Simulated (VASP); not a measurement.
# Si16Ge (a cell with a defect) in VASP: notebook

The runs below take Si16Ge (a cell with a defect) through single point, with PBE+D3(BJ).

Program: VASP 6.6.1. These are calculated values, not measurements. Logs are shortened: lines on timing, memory, paths and dates and some standing lists are left out, and cuts for length are marked.

## 1. The cell of the first run

The cell holds a defect, 17 atoms: a = 7.679 Å, b = 7.679 Å, c = 7.679 Å, α = 60.00°, β = 60.00°, γ = 60.00°.

## 2. Single point, PBE+D3(BJ)

Input file INCAR:

```
PREC = Accurate
ENCUT = 520
EDIFF = 1E-6
ISMEAR = -1
SIGMA = 0.05
LREAL = Auto
LASPH = T
NELM = 100
ALGO = Normal
ISIF = 2
LWAVE = F
LCHARG = F
GGA = PE
IVDW = 12
NBANDS = 53
```

Input file KPOINTS:

```
regular mesh
0
Gamma
  2 2 2
```

Input file POSCAR:

```
Si16Ge
1.0
    0.0000000000      5.4300000000      5.4300000000
    5.4300000000      0.0000000000      5.4300000000
    5.4300000000      5.4300000000      0.0000000000
Si Ge
16 1
Direct
   -0.0709116022     -0.3506353591      0.3764548803
    0.1476243094      0.0574033149      0.0938858195
    0.0276243094     -0.0276795580      0.4421731123
   -0.1731031308      0.3086648250      0.5073204420
    0.0374125230      0.4323848987      0.0100276243
    0.2037200737      0.7201841621     -0.0884530387
    0.1842357274      0.2759116022      0.4460220994
    0.1371178637      0.6076887661      0.5522744015
    0.5484622468     -0.0629189687     -0.0883517495
    0.6480847145      0.0573296501      0.0708839779
    0.4452025783     -0.0470626151      0.4341344383
    0.6825414365      0.0631491713      0.5322836096
    0.4836095764      0.3945303867      0.0723020258
    0.6582504604      0.5972375691      0.0582872928
    0.4788213628      0.4422283610      0.3939963168
    0.5585727440      0.6280202578      0.6291620626
    0.0017034991      1.0961970534      0.8783517495
```

Potentials or basis: VASP PAW PBE potentials, release 64 (Si, Ge_d).

Command:

```bash
> cat potpaw_PBE.64/Si/POTCAR potpaw_PBE.64/Ge_d/POTCAR > POTCAR
> mpirun -np 1 vasp_std > vasp.out
```

OUTCAR:

```text
PREC = Accurate
   ENCUT = 520
   EDIFF = 1E-6
   ISMEAR = -1
   LREAL = Auto
   LASPH = T
   NELM = 100
   ISIF = 2
   GGA = PE
   IVDW = 12
 IVDW          = 12

 ion  position               nearest neighbor table
   1  0.929  0.649  0.376-   8 2.39   7 2.50  16 2.55   4 2.67   6 3.03
   2  0.148  0.057  0.094-   3 2.20  17 2.26   5 2.38   9 2.54
   3  0.028  0.972  0.442-  12 2.19   2 2.20   8 2.29   4 2.42  11 3.11   7 3.13
   4  0.827  0.309  0.507-   3 2.42   7 2.44  12 2.52  16 2.54   1 2.67  15 2.77   5 3.14
   5  0.037  0.432  0.010-   2 2.38  14 2.43   6 2.70   8 2.89   4 3.14
   6  0.204  0.720  0.912-  17 2.45  16 2.52  13 2.57   5 2.70   1 3.03
   7  0.184  0.276  0.446-  11 2.29   4 2.44   1 2.50  13 2.69  17 2.76   8 2.85  15 2.90   3 3.13

   8  0.137  0.608  0.552-  15 2.24   3 2.29   1 2.39   7 2.85   5 2.89
   9  0.548  0.937  0.912-  14 2.14  12 2.38  10 2.39   2 2.54
  10  0.648  0.057  0.071-  13 2.25  11 2.35   9 2.39  17 2.45
  11  0.445  0.953  0.434-  16 2.15   7 2.29  10 2.35  12 2.86   3 3.11
  12  0.683  0.063  0.532-   3 2.19   9 2.38  15 2.46   4 2.52  11 2.86
  13  0.484  0.395  0.072-  10 2.25  14 2.45   6 2.57  15 2.65   7 2.69  16 2.85
  14  0.658  0.597  0.058-   9 2.14  15 2.23   5 2.43  13 2.45
  15  0.479  0.442  0.394-  14 2.23   8 2.24  12 2.46  13 2.65   4 2.77   7 2.90
  16  0.559  0.628  0.629-  11 2.15   6 2.52   4 2.54   1 2.55  13 2.85
  17  0.002  0.096  0.878-   2 2.26   6 2.45  10 2.45   7 2.76

  LATTYP: Found a face centered cubic cell.
 ALAT       =    10.8600000000

  Lattice vectors:

 A1 = (   0.0000000000,   5.4300000000,   5.4300000000)
 A2 = (   5.4300000000,   0.0000000000,   5.4300000000)
 A3 = (   5.4300000000,   5.4300000000,   0.0000000000)

Analysis of symmetry for initial positions (statically):
=====================================================================
 Subroutine PRICEL returns:
 Original cell was already a primitive cell.

 Routine SETGRP: Setting up the symmetry group for a
 face centered cubic supercell.

 Subroutine GETGRP returns: Found  1 space group operations
 (whereof  1 operations were pure point group operations)
 out of a pool of 48 trial point group operations.

The static configuration has the point symmetry C_1 .

Analysis of symmetry for dynamics (positions and initial velocities):
=====================================================================
 Subroutine PRICEL returns:
 Original cell was already a primitive cell.

 Routine SETGRP: Setting up the symmetry group for a
 face centered cubic supercell.

 Subroutine GETGRP returns: Found  1 space group operations
 (whereof  1 operations were pure point group operations)
 out of a pool of 48 trial point group operations.

The dynamic configuration has the point symmetry C_1 .

 Subroutine INISYM returns: Found  1 space group operations
 (whereof  1 operations are pure point group operations),
 and found     1 'primitive' translations

----------------------------------------------------------------------------------------

                                     Primitive cell

  volume of cell :     320.2060

  direct lattice vectors                    reciprocal lattice vectors
     0.000000000  5.430000000  5.430000000    -0.092081031  0.092081031  0.092081031
     5.430000000  0.000000000  5.430000000     0.092081031 -0.092081031  0.092081031
     5.430000000  5.430000000  0.000000000     0.092081031  0.092081031 -0.092081031

  length of vectors
     7.679179644  7.679179644  7.679179644     0.159489025  0.159489025  0.159489025

  position of ions in fractional coordinates (direct lattice)
     0.929088398  0.649364641  0.376454880
     0.147624309  0.057403315  0.093885820
     0.027624309  0.972320442  0.442173112
     0.826896869  0.308664825  0.507320442
     0.037412523  0.432384899  0.010027624
     0.203720074  0.720184162  0.911546961
[... 9 lines left out ...]
     0.558572744  0.628020258  0.629162063
     0.001703499  0.096197053  0.878351749

  ion indices of the primitive-cell ions
   primitive index   ion index
[... 59 lines left out ...]
     50       9.5007      0.00000
     51       9.8530      0.00000

 k-point     3 :       0.0000    0.5000    0.0000
  band No.  band energies     occupation
      1     -17.9635      2.00000
      2     -17.9183      2.00000
      3     -17.9177      2.00000
      4     -17.8980      2.00000
      5     -17.8752      2.00000
      6      -5.5250      2.00000
[... 43 lines left out ...]
     50       9.7669      0.00000
     51       9.9492      0.00000

 k-point     4 :       0.0000    0.0000    0.5000
  band No.  band energies     occupation
      1     -17.9635      2.00000
      2     -17.9183      2.00000
      3     -17.9177      2.00000
      4     -17.8980      2.00000
      5     -17.8752      2.00000
      6      -5.6558      2.00000
[... 43 lines left out ...]
     50       9.5289      0.00000
     51       9.7212      0.00000

 k-point     5 :       0.5000    0.5000    0.5000
  band No.  band energies     occupation
      1     -17.9635      2.00000
      2     -17.9183      2.00000
      3     -17.9177      2.00000
      4     -17.8980      2.00000
      5     -17.8752      2.00000
      6      -5.4618      2.00000
[... 43 lines left out ...]
     50       9.4808      0.00000
     51       9.5930      0.00000

 k-point     6 :       0.5000    0.5000    0.0000
  band No.  band energies     occupation
      1     -17.9635      2.00000
      2     -17.9183      2.00000
      3     -17.9177      2.00000
      4     -17.8980      2.00000
      5     -17.8752      2.00000
      6      -5.3306      2.00000
[... 43 lines left out ...]
     50       9.9850      0.00000
     51      10.2325      0.00000

 k-point     7 :       0.0000    0.5000    0.5000
  band No.  band energies     occupation
      1     -17.9635      2.00000
      2     -17.9183      2.00000
      3     -17.9177      2.00000
      4     -17.8980      2.00000
      5     -17.8752      2.00000
      6      -5.3161      2.00000
[... 43 lines left out ...]
     50       9.8744      0.00000
     51      10.0619      0.00000

 k-point     8 :       0.5000    0.0000    0.5000
  band No.  band energies     occupation
      1     -17.9635      2.00000
      2     -17.9183      2.00000
      3     -17.9177      2.00000
      4     -17.8980      2.00000
      5     -17.8752      2.00000
      6      -5.2613      2.00000
[... 43 lines left out ...]
     50       9.9861      0.00000
     51      10.2321      0.00000
 [bands above 51 left out]

------------------------ aborting loop because EDIFF is reached ----------------------------------------

 Edisp (eV)   -5.77762

 E8    (eV) :    -2.3941

  FORCE on cell =-STRESS in cart. coord.  units (eV):
  Direction    XX          YY          ZZ          XY          YZ          ZX
  --------------------------------------------------------------------------------------
  -------------------------------------------------------------------------------------
  Total       4.19019     4.67668    -1.82798    -4.63311    -4.36191     1.54109
  in kB      20.96595    23.40014    -9.14645   -23.18217   -21.82516     7.71097
  external pressure =       11.74 kB  Pullay stress =        0.00 kB

 VOLUME and BASIS-vectors are now :
 -----------------------------------------------------------------------------
  energy-cutoff  :      520.00
  volume of cell :      320.21
      direct lattice vectors                 reciprocal lattice vectors
     0.000000000  5.430000000  5.430000000    -0.092081031  0.092081031  0.092081031
     5.430000000  0.000000000  5.430000000     0.092081031 -0.092081031  0.092081031
     5.430000000  5.430000000  0.000000000     0.092081031  0.092081031 -0.092081031

 POSITION                                       TOTAL-FORCE (eV/Angst)
 -----------------------------------------------------------------------------------
      5.57020      7.08910      8.57100         0.269630     -0.680022      0.093528
      0.82150      1.31140      1.11330        -0.739443      0.487083      2.350200
      7.68070      2.55100      5.42970        -0.103000      1.980280      0.755525
      4.43080      7.24480      6.16610         0.960209     -0.246551      0.717842
      2.40230      0.25760      2.55100         0.313422     -1.034902      0.917037
      8.86030      6.05590      5.01680        -0.925247      0.810005     -1.595327
[... 9 lines left out ...]
      6.82650      6.44940      6.44320        -1.262424      1.836488     -1.194331
      5.29180      4.77870      0.53160        -1.035166     -1.642682     -0.344261
 -----------------------------------------------------------------------------------
    total drift:                               -0.002411      0.001847     -0.002121

  FREE ENERGIE OF THE ION-ELECTRON SYSTEM (eV)
  ---------------------------------------------------
  free  energy   TOTEN  =       -87.2532125190 eV

  energy  without entropy=      -87.2032239372  energy(sigma->0) =      -87.22821823
```

It took 8.9 min on 1 thread of Intel Xeon Platinum 8259CL at 2.50GHz (Skylake/Cascade Lake), shared host; peak memory 0.48 GiB.

What came out:

- Free energy: -87.2532 eV
- Pressure: 1.2 GPa
- Largest force: 2.933 eV/Å
- Band gap on the k mesh: zero (band 39 reaches 6.73 eV, above the bottom of band 40 at 6.54 eV)
- Dispersion energy per atom: -0.340 eV

Forces on the atoms (eV/Å):
```
Si   0.270 -0.680  0.094
Si  -0.739  0.487  2.350
Si  -0.103  1.980  0.756
Si   0.960 -0.247  0.718
Si   0.313 -1.035  0.917
Si  -0.925  0.810 -1.595
Si   0.591  0.247 -0.066
Si   0.994  0.741 -1.604
Si   2.089 -1.857  0.891
Si  -0.997  0.285 -0.153
Si   0.366 -0.855  1.497
Si   0.640 -1.983 -1.912
Si   1.381 -1.319  0.690
Si  -2.304  1.677 -0.646
Si  -0.238  1.553 -0.397
Si  -1.262  1.836 -1.194
Ge  -1.035 -1.643 -0.344
```

Levels at points of the mesh, in eV from the Fermi level:
| k point | band 35 | band 36 | band 37 | band 38 | band 39 | band 40 | band 41 | band 42 | band 43 | band 44 |
| --- | --- | --- | --- | --- | --- | --- | --- | --- | --- | --- |
| (0.00, 0.00, 0.00) | -0.87 | -0.75 | -0.62 | -0.45 | -0.31 | -0.09 | 0.16 | 0.47 | 0.72 | 0.78 |
| (0.50, 0.00, 0.00) | -1.26 | -1.22 | -1.05 | -0.52 | -0.08 | 0.22 | 0.38 | 0.72 | 1.12 | 1.17 |
| (0.00, 0.50, 0.00) | -1.03 | -0.93 | -0.72 | -0.33 | -0.26 | 0.11 | 0.50 | 0.74 | 0.99 | 1.36 |
| (0.00, 0.00, 0.50) | -1.47 | -1.29 | -0.70 | -0.43 | -0.20 | 0.07 | 0.43 | 0.48 | 0.74 | 1.20 |
| (0.50, 0.50, 0.50) | -1.35 | -1.17 | -0.77 | -0.52 | -0.16 | -0.03 | 0.29 | 0.44 | 0.79 | 1.15 |
| (0.50, 0.50, 0.00) | -1.33 | -1.19 | -0.85 | -0.67 | 0.06 | 0.38 | 0.72 | 0.99 | 1.42 | 1.58 |
| (0.00, 0.50, 0.50) | -1.37 | -1.08 | -0.91 | -0.63 | 0.11 | 0.26 | 0.51 | 1.08 | 1.34 | 1.56 |
| (0.50, 0.00, 0.50) | -1.36 | -1.16 | -0.72 | -0.48 | -0.28 | 0.16 | 0.57 | 0.90 | 1.04 | 1.13 |

Caveat: the k points lie up to 0.50 Å⁻¹ apart.

## 3. Single point, PBE+D3(BJ)

Input file INCAR:

```
  PREC = Accurate
  ENCUT = 520
  EDIFF = 1E-7
  ISMEAR = -1
  SIGMA = 0.05
  LREAL = Auto
  LASPH = True
  NELM = 60
  ALGO = Normal
  ISIF = 2
  LWAVE = False
  LCHARG = False
  GGA = PE
  IVDW = 12
  NBANDS = 53
```

Input file KPOINTS:

```
Automatic mesh
0
Gamma
  2 2 2
```

Input file POSCAR:

```
Si16Ge
1.0
    0.0000000000      5.4300000000      5.4300000000
    5.4300000000      0.0000000000      5.4300000000
    5.4300000000      5.4300000000      0.0000000000
Si Ge
16 1
Direct
   -0.2076243094     -0.1499263352      0.3794475138
    0.1523572744      0.1048250460      0.0736832413
   -0.1098618785     -0.0647605893      0.5451289134
   -0.0944198895      0.4947329650      0.4141804788
   -0.0529005525      0.4669152855      0.0923848987
    0.1488305709      0.7201381215     -0.0533425414
    0.2222283610      0.3415653775      0.5274769797
    0.1852394107      0.5639871087      0.6802854512
    0.5624677716     -0.0986740331     -0.1300920810
    0.5278729282      0.0426611418      0.1004696133
    0.3017771639     -0.1394198895      0.4738581952
    0.4286372007      0.0172191529      0.6147882136
    0.3549631676      0.4363443831      0.1442081031
    0.6885359116      0.5182044199     -0.0771731123
    0.6046777164      0.3548066298      0.3703683241
    0.5368416206      0.4857182320      0.6434162063
   -0.0538305709      1.0971823204      0.9209576427
```

Potentials or basis: VASP PAW PBE potentials, release 64 (Si, Ge_d).

Command:

```bash
> cat potpaw_PBE.64/Si/POTCAR potpaw_PBE.64/Ge_d/POTCAR > POTCAR
> mpirun -np 1 vasp_std > vasp.out
```

Wall time 10 min (1 thread of Intel Xeon Platinum 8259CL at 2.50GHz (Skylake/Cascade Lake), shared host); peak memory 0.48 GiB.

It converged, with:

```yaml
Free_energy: -86.8118 eV
Pressure: -1.7 GPa
Largest_force: 2.851 eV/Å
Band_gap_on_the_k_mesh: zero (band 39 reaches 6.62 eV, above the bottom of band 40 at 6.55 eV)
Dispersion_energy_per_atom: -0.337 eV
```

Forces on the atoms (eV/Å):
```
Si  -0.498 -1.521 -0.176
Si   0.914  0.238  0.034
Si   0.747  1.152  1.174
Si  -0.263  0.343 -0.401
Si  -0.375 -0.191 -0.053
Si  -0.315 -0.822 -0.304
Si   1.117 -2.298  0.220
Si   0.635 -0.051 -1.406
Si  -0.396  0.919  0.097
Si   1.081  0.316 -0.183
Si   0.489  0.081  1.272
Si  -2.622  0.346 -1.065
Si  -0.852  1.079  0.035
Si   0.651  0.207  0.354
Si  -0.221  0.265  0.099
Si  -0.061  0.135  0.427
Ge  -0.030 -0.199 -0.124
```

Stress tensor (GPa, compression positive):
```
-2.03  0.36  1.41
 0.36 -0.97  1.20
 1.41  1.20 -2.07
```

Levels at points of the mesh, in eV from the Fermi level:
| k point | band 35 | band 36 | band 37 | band 38 | band 39 | band 40 | band 41 | band 42 | band 43 | band 44 |
| --- | --- | --- | --- | --- | --- | --- | --- | --- | --- | --- |
| (0.00, 0.00, 0.00) | -0.77 | -0.32 | -0.29 | -0.20 | 0.01 | 0.19 | 0.27 | 0.34 | 0.51 | 0.79 |
| (0.50, 0.00, 0.00) | -1.12 | -0.96 | -0.72 | -0.33 | -0.04 | 0.04 | 0.53 | 0.75 | 1.17 | 1.67 |
| (0.00, 0.50, 0.00) | -1.14 | -0.98 | -0.78 | -0.60 | -0.18 | -0.06 | 0.35 | 0.52 | 0.87 | 1.21 |
| (0.00, 0.00, 0.50) | -1.31 | -1.01 | -0.86 | -0.46 | -0.31 | 0.16 | 0.31 | 0.85 | 0.96 | 1.43 |
| (0.50, 0.50, 0.50) | -1.22 | -1.18 | -0.44 | -0.39 | 0.01 | 0.21 | 0.29 | 0.90 | 1.08 | 1.40 |
| (0.50, 0.50, 0.00) | -1.01 | -0.88 | -0.73 | -0.50 | -0.06 | 0.14 | 0.41 | 0.67 | 0.85 | 1.31 |
| (0.00, 0.50, 0.50) | -1.16 | -0.84 | -0.61 | -0.47 | -0.05 | 0.06 | 0.21 | 0.56 | 0.74 | 1.24 |
| (0.50, 0.00, 0.50) | -1.26 | -0.74 | -0.66 | -0.53 | -0.12 | 0.00 | 0.21 | 0.46 | 0.65 | 1.40 |

Caveat: the k points lie up to 0.50 Å⁻¹ apart.

## 4. Single point, PBE+D3(BJ)

Input file INCAR:

```
SYSTEM = Si16Ge
ALGO = Normal ; EDIFF = 1E-6
ENCUT = 520 ; GGA = PE
ISIF = 2 ; ISMEAR = -1
IVDW = 12 ; LASPH = .True.
LCHARG = .False. ; LREAL = Auto
LWAVE = .False. ; NBANDS = 53
NELM = 60 ; PREC = Accurate
SIGMA = 0.05
```

Input file KPOINTS:

```
k-points
0
Gamma
  2 2 2
  0 0 0
```

Input file POSCAR:

```
Si16Ge
1.0
    0.0000000000      5.4300000000      5.4300000000
    5.4300000000      0.0000000000      5.4300000000
    5.4300000000      5.4300000000      0.0000000000
Si Ge
16 1
Direct
   -0.3474953959     -0.1046040516      0.4956906077
    0.0481952118      0.1827624309      0.1913812155
   -0.0332596685     -0.1155432781      0.5393186004
   -0.1802302026      0.5982596685      0.4152946593
   -0.2651104972      0.4748342541      0.2452394107
   -0.0491436464      0.6931399632      0.0203775322
    0.1667587477      0.3831307551      0.4687292818
    0.0966758748      0.5090331492      0.7481307551
    0.6393278085      0.0506537753     -0.1799355433
    0.3608471455      0.2376795580      0.0929834254
    0.3373296501     -0.1481952118      0.5567587477
    0.2609300184      0.0029742173      0.7721454880
    0.3137753223      0.5439779006      0.1059484346
    0.6911602210      0.6066482505     -0.1467034991
    0.5313075506      0.2383241252      0.4950092081
    0.5544290976      0.4301197053      0.7013904236
   -0.0549815838      1.1012246777      0.9951841621
```

Command:

```bash
> cat potpaw_PBE.64/Si/POTCAR potpaw_PBE.64/Ge_d/POTCAR > POTCAR
> mpirun -np 1 vasp_std > vasp.out
```

It took 8.3 min on 1 thread of Intel Xeon Platinum 8259CL at 2.50GHz (Skylake/Cascade Lake), shared host; peak memory 0.48 GiB.

Results (log left out):

* Free energy: -86.7328 eV
* Pressure: -1.4 GPa
* Largest force: 3.211 eV/Å
* Band gap on the k mesh: zero (band 39 reaches 6.75 eV, above the bottom of band 40 at 6.59 eV)
* Dispersion energy per atom: -0.338 eV

Forces on the atoms (eV/Å):
```
Si   0.472  0.445  0.585
Si   0.276  0.103 -0.706
Si   0.364  0.025  0.508
Si  -1.326  1.191 -0.051
Si  -0.412 -0.496 -0.584
Si  -0.156  0.029  1.244
Si   0.212  0.820 -0.483
Si   0.331 -0.036  0.016
Si  -0.559  0.427 -0.346
Si  -1.196  0.650 -0.849
Si  -2.057 -1.322 -1.026
Si  -0.758  1.034  2.191
Si   0.475 -0.892  1.386
Si   0.216 -0.018 -0.099
Si   0.989 -0.250 -0.266
Si   0.599 -0.739  0.203
Ge   2.530 -0.972 -1.722
```

Stress tensor (GPa, compression positive):
```
 2.16 -0.56  0.24
-0.56 -4.82  0.34
 0.24  0.34 -1.50
```

Levels at points of the mesh, in eV from the Fermi level:
| k point | band 35 | band 36 | band 37 | band 38 | band 39 | band 40 | band 41 | band 42 | band 43 | band 44 |
| --- | --- | --- | --- | --- | --- | --- | --- | --- | --- | --- |
| (0.00, 0.00, 0.00) | -0.81 | -0.73 | -0.55 | -0.43 | 0.00 | 0.09 | 0.32 | 0.54 | 0.63 | 0.83 |
| (0.50, 0.00, 0.00) | -1.34 | -1.03 | -0.87 | -0.60 | -0.30 | 0.17 | 0.57 | 0.87 | 1.12 | 1.20 |
| (0.00, 0.50, 0.00) | -1.62 | -1.29 | -1.09 | -0.62 | 0.12 | 0.21 | 0.50 | 0.71 | 1.10 | 1.20 |
| (0.00, 0.00, 0.50) | -1.49 | -0.93 | -0.83 | -0.39 | -0.21 | 0.11 | 0.60 | 1.00 | 1.18 | 1.37 |
| (0.50, 0.50, 0.50) | -1.20 | -1.11 | -0.92 | -0.77 | -0.19 | 0.29 | 0.53 | 0.82 | 0.92 | 1.22 |
| (0.50, 0.50, 0.00) | -1.30 | -1.16 | -0.96 | -0.31 | -0.22 | 0.37 | 0.54 | 0.64 | 1.08 | 1.26 |
| (0.00, 0.50, 0.50) | -1.19 | -1.08 | -0.83 | -0.60 | -0.30 | -0.05 | 0.46 | 0.64 | 0.98 | 1.03 |
| (0.50, 0.00, 0.50) | -1.28 | -1.03 | -0.91 | -0.72 | -0.07 | -0.03 | 0.23 | 0.61 | 0.99 | 1.26 |

Caveat: the k points lie up to 0.50 Å⁻¹ apart.
